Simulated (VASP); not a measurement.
Here is a VASP 6.6.1 calculation.

The input INCAR:

```
SYSTEM = LiLu
PREC = Accurate ; ENCUT = 750
EDIFF = 1E-7 ; ISMEAR = 1
SIGMA = 0.1 ; LREAL = .FALSE.
LASPH = .TRUE. ; NELM = 120
ALGO = Normal ; ISIF = 3
LWAVE = .FALSE. ; LCHARG = .FALSE.
GGA = CA ; IBRION = 2
NSW = 80 ; EDIFFG = -0.02
GGA_COMPAT = .FALSE. ; NELMIN = 4
```

Contents of KPOINTS:

```
regular mesh
0
G
  4 4 4
  0 0 0
```

File POSCAR:

```
LiLu
1.0
    0.0000000000      4.6600000000      4.6600000000
    4.6600000000      0.0000000000      4.6600000000
    4.6600000000      4.6600000000      0.0000000000
Li Lu
4 4
Direct
    0.0000000000      0.0000000000      0.0000000000
    0.0000000000      0.5000000000      0.5000000000
    0.5000000000      0.0000000000      0.5000000000
    0.5000000000      0.5000000000      0.5000000000
    0.0000000000      0.0000000000      0.5000000000
    0.0000000000      0.5000000000      0.0000000000
    0.5000000000      0.0000000000      0.0000000000
    0.5000000000      0.5000000000      0.0000000000
```

Potentials or basis: VASP PAW PBE potentials, release 64 (Li_sv, Lu).

Run with:

```sh
$ cat potpaw_PBE.64/Li_sv/POTCAR potpaw_PBE.64/Lu/POTCAR > POTCAR
$ mpirun -np 1 vasp_std > vasp.out
```

What does it give for the relaxed cell?

a = 6.339 Å, b = 6.339 Å, c = 6.272 Å, α = 60.35°, β = 60.35°, γ = 60.61°.

Predict the relaxed volume.

22.50 Å³/atom.

Step by step:
| step | energy change (eV) | largest force (eV/Å) | pressure (GPa) | volume (Å³) |
| --- | --- | --- | --- | --- |
| 1 | 0.0000 | 0.0000 | -3.04 | 202.39 |
| 2 | -0.1914 | 0.0000 | -1.34 | 188.67 |
| 3 | -0.2257 | 0.0000 | 0.01 | 180.60 |
| 4 | -0.2256 | 0.0000 | 0.10 | 180.18 |
| 5 | -0.2283 | 0.0000 | 0.09 | 180.08 |
| 6 | -0.2293 | 0.0000 | 0.11 | 179.96 |

Caveat: the PAW data sets were made with another functional, which shifts forces and pressure a little.
